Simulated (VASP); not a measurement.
A run of VASP 6.6.1:

File INCAR:

```
PREC = Accurate ; ENCUT = 520
EDIFF = 1E-6 ; ISMEAR = 0
SIGMA = 0.1 ; LREAL = False
LASPH = True ; NELM = 60
ALGO = Fast ; ISIF = 2
LWAVE = False ; LCHARG = False
GGA = PE ; NBANDS = 30
```

KPOINTS

```
Automatic mesh
0
Gamma
  6 6 6
```

POSCAR

```
Al
1.0
    3.5589292460      2.0547487582      6.4759363870
   -3.5589292460      2.0547487582      6.4759363870
    0.0000000000     -4.1094975164      6.4759363869
Al
12
Direct
    0.0202517320      0.6412313436      0.0202517320
    0.0202517320      0.0202517320      0.6412313436
    0.6412313436      0.0202517320      0.0202517320
    0.9797482680      0.3587686564      0.9797482680
    0.3587686564      0.9797482680      0.9797482680
    0.9797482680      0.9797482680      0.3587686564
    0.2285574909      0.6176890270      0.2285574909
    0.2285574909      0.2285574909      0.6176890270
    0.6176890270      0.2285574909      0.2285574909
    0.7714425091      0.3823109730      0.7714425091
    0.3823109730      0.7714425091      0.7714425091
    0.7714425091      0.7714425091      0.3823109730
```

Potentials or basis: VASP PAW PBE potentials, release 64 (Al).

Command:

```console
$ cat potpaw_PBE.64/Al/POTCAR > POTCAR
$ mpirun -np 1 vasp_std > vasp.out
```

Hardware: 1 thread of Intel(R) Xeon(R) Platinum 8488C (Sapphire Rapids), with other jobs on the host.

Estimate the wall time of this run.

It took 7.4 min on 1 thread of Intel(R) Xeon(R) Platinum 8488C (Sapphire Rapids), with other jobs on the host, peak memory 0.55 GiB. Counts: scf iterations 20, k points 32.
